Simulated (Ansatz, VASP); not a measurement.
**One calculation of Os, two programs**

Contents of INCAR:

```
SYSTEM = Os
  ALGO = Normal
  EDIFF = 1E-6
  ENCUT = 600
  GGA = LIBXC
  GGA_COMPAT = .FALSE.
  ISIF = 2
  ISMEAR = -1
  LASPH = .TRUE.
  LCHARG = .FALSE.
  LIBXC1 = GGA_X_B88
  LIBXC2 = GGA_C_PBE
  LREAL = .FALSE.
  LWAVE = .FALSE.
  NBANDS = 15
  NELM = 120
  PREC = Accurate
  SIGMA = 0.05
```

The input KPOINTS:

```
k-points
0
G
  11 11 6
  0 0 0
```

The input POSCAR:

```
Os
1.0
    2.7341000000      0.0000000000      0.0000000000
   -1.3670500000      2.3678000565      0.0000000000
    0.0000000000      0.0000000000      4.3197000000
Os
2
Direct
    0.6666666667      0.3333333333      0.7500000000
    0.3333333333      0.6666666667      0.2500000000
```

Contents of input.yaml:

```yaml
crystal:
  lattice:
    - [2.7341, 0.0, 0.0]
    - [-1.36705, 2.3678000565, 0.0]
    - [0.0, 0.0, 4.3197]
  atoms:
    - { symbol: Os, position: [0.6666666667, 0.3333333333, 0.75] }
    - { symbol: Os, position: [0.3333333333, 0.6666666667, 0.25] }
hamiltonian:
  xc: { exchange: b88, correlation: pbe }
  pseudopotentials: { kind: paw }
kpoints:
  mp_grid: { grid: [11, 11, 6] }
  band_path:
    path:
      - [[0.0, 0.0, 0.0], [0.5, 0.0, 0.0], [0.3333333333, 0.3333333333, 0.0], [0.0, 0.0, 0.0], [0.0, 0.0, 0.5], [0.5, 0.0, 0.5], [0.3333333333, 0.3333333333, 0.5], [0.0, 0.0, 0.5]]
      - [[0.5, 0.0, 0.5], [0.5, 0.0, 0.0]]
      - [[0.3333333333, 0.3333333333, 0.0], [0.3333333333, 0.3333333333, 0.5]]
    npoints: 14
scf:
  occupations: { method: fermi_dirac, width: 0.05 }
  n_extra_bands: 6
output:
  forces: true
  stress: true
  eigenvalues: true
  fatbands: false
  write_density: true
  write_potential: true
  elf: true
  volumetric_format: npy
```

Alike in both runs: functional b88 exchange, pbe correlation; k mesh 11 × 11 × 6; occupations fermi-dirac, width 0.05 eV; no spin polarisation.

|  | VASP | Ansatz |
| --- | --- | --- |
| version | VASP 6.6.1 | Ansatz 0.2.0 |
| potentials or method | VASP PAW PBE potentials, release 64 (Os) | Ansatz PAW |
| plane-wave cutoff (eV) | 600 | 420 |
| valence electrons in the cell | 16 | 32 |
| task | single point | band structure |

|  | VASP | Ansatz | Ansatz less VASP |
| --- | --- | --- | --- |
| gap on the k mesh at the Fermi level (eV) | none | none | - |
| pressure (GPa) | 9.2 | 8.9 | -0.23 |
| traceless stress, the component that is largest in VASP (GPa) | 0.07 | 0.15 | +0.083 |

VASP's potentials were made for PBE, not for b88 exchange, pbe correlation. A gap of «none» marks a metal or a gap that the smearing closes. VASP's potentials hold 16 valence electrons a cell and Ansatz's 32, so a difference there can come from the potentials and not from the codes.

Neither program's run includes spin-orbit coupling.
